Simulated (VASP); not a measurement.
A run of VASP 6.6.1 is set up as follows.

The input INCAR:

```
SYSTEM = H3C2N
PREC = Accurate
ENCUT = 520
EDIFF = 1E-6
ISMEAR = -1
SIGMA = 0.02
LREAL = Auto
LASPH = .True.
NELM = 80
ALGO = Normal
ISIF = 2
LWAVE = .False.
LCHARG = .True.
GGA = PE
IVDW = 12
LELF = .True.
LVHAR = .True.
NBANDS = 72
```

The input KPOINTS:

```
Automatic mesh
0
Gamma
  1 1 1
  0 0 0
```

File POSCAR:

```
H3C2N
1.0
    8.0517480000      0.0000000000      0.0000000000
    0.0000000000      8.0517480000      0.0000000000
    0.0000000000      0.0000000000      8.0517480000
C N H
12 6 18
Direct
    0.6402833273      0.3023939646      0.3605676680
    0.5684479941      0.1729313933      0.4590804382
    0.2472630788      0.5003385600      0.4943398626
    0.0724190573      0.5146832713      0.5421679864
    0.2612724591      0.9387526783      0.8483375287
    0.3319030849      1.0527900277      0.9609217775
    0.6697676082      0.7604063118      0.8658492541
    0.6100787059      0.7068775625      1.0269447082
    0.6214178586      0.3447077579      0.8117616200
    0.7545193913      0.2397243431      0.8807155912
    0.9487505073      0.8865155740      0.2702891347
    1.0076197119      0.7402616177      0.1688453240
    0.4998541932      0.0695501151      0.5312759416
   -0.0691402662      0.5407645644      0.5751918714
    0.3948583587      1.1372809979      1.0610491039
    0.5601516590      0.6628995344      1.1567798694
    0.8636758130      0.1657279885      0.9450246083
    1.0579938667      0.6380602075      0.0843916129
    0.7490423198      0.3536747548      0.4259199369
    0.6763500298      0.2499829851      0.2362344177
    0.5568107695      0.4071041468      0.3354054300
    0.3079455542      0.6117926194      0.5268669611
    0.3058963097      0.3964853346      0.5652437210
    0.2692831420      0.4842799352      0.3628528861
    0.2626013631      0.8107680469      0.8988110408
    0.1328283001      0.9810788912      0.8274600745
    0.3254821189      0.9447762151      0.7271216138
    0.7813955429      0.6887200146      0.8321174483
    0.5635173878      0.7411930925      0.7746268264
    0.7196946551      0.8899806601      0.8573417847
    0.5542150599      0.4111529571      0.9137643155
    0.6747478933      0.4374950632      0.7364736204
    0.5395101784      0.2697923482      0.7351322967
    0.8821686918      0.8544355834      0.3929333109
    1.0572114279      0.9673303238      0.2963828476
    0.8608938084      0.9603007943      0.1926041401
```

Potentials or basis: VASP PAW PBE potentials, release 64 (C, N, H).

Launch:

```console
$ cat potpaw_PBE.64/C/POTCAR potpaw_PBE.64/N/POTCAR potpaw_PBE.64/H/POTCAR > POTCAR
$ mpirun -np 1 vasp_gam > vasp.out
```

Question: What does it give for the largest force?

Answer: 4.710 eV/Å.

Question: What does it give for the dispersion energy per atom?

Answer: -0.045 eV.

Forces on the atoms (eV/Å):
```
C    0.842  0.014 -0.741
C   -0.165  0.647 -0.943
C   -0.633 -1.480  0.839
C   -2.029  0.652 -0.002
C   -0.764 -0.536 -1.067
C    1.125  0.725  1.519
C   -0.143  0.155 -0.803
C   -0.127  0.198  1.037
C   -0.016 -0.766  1.585
C    0.621 -0.043  0.723
C   -0.346 -0.593  0.106
C   -1.582  3.425  2.820
N   -0.414 -1.005  0.733
N    2.447 -0.598 -0.437
N   -0.287 -0.130 -0.391
N    0.297  0.222 -0.911
N   -1.275  0.577 -0.891
N    0.991 -2.158 -1.701
H    0.061 -0.036 -0.223
H   -0.073  0.307  0.709
H   -0.183 -0.124  0.071
H    0.755  1.371  0.515
H   -0.243  0.362 -0.361
H   -0.343 -0.254 -0.588
H   -0.124  0.304 -0.070
H   -0.148 -0.327 -0.028
H    0.024 -0.033  0.168
H   -0.328 -0.371 -0.159
H    1.135  0.250  0.458
H   -0.770 -0.341  0.456
H    0.183 -0.689 -0.367
H    0.860  1.036 -1.027
H   -0.313 -0.141  0.167
H    0.837 -0.057 -1.424
H   -0.236 -0.253 -0.024
H    0.362 -0.310  0.250
```

Caveat: the k points lie up to 0.78 Å⁻¹ apart.
